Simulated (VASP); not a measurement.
BeS:

```
Be S
1.0
     0.00000    2.43431    2.43431
     2.43431    0.00000    2.43431
     2.43431    2.43431    0.00000
Be S
1 1
Direct
  0.00000 0.00000 0.00000
  0.25000 0.25000 0.25000
```

Base run:

- Program: VASP 6.6.1
- Functional: HSE06
- Potentials or basis: VASP PAW PBE potentials, release 64 (Be, S)
- Cutoff: 520 eV
- k mesh: 6 × 6 × 6
- Occupations: gaussian, width 0.01 eV
- Spin: no spin polarisation

Its results: band gap on the k mesh 4.08 eV (least direct gap 6.87 eV); pressure -1.1 GPa.

Question: The run is repeated on the same cell with these changes: functional from HSE06 to PBE0. What comes out?

Answer: Band gap on the k mesh 4.80 eV (least direct gap 7.62 eV); pressure -1.1 GPa.

Caveats: the PAW data sets were made with another functional, which shifts forces and pressure a little.

A k mesh can miss the band edges.
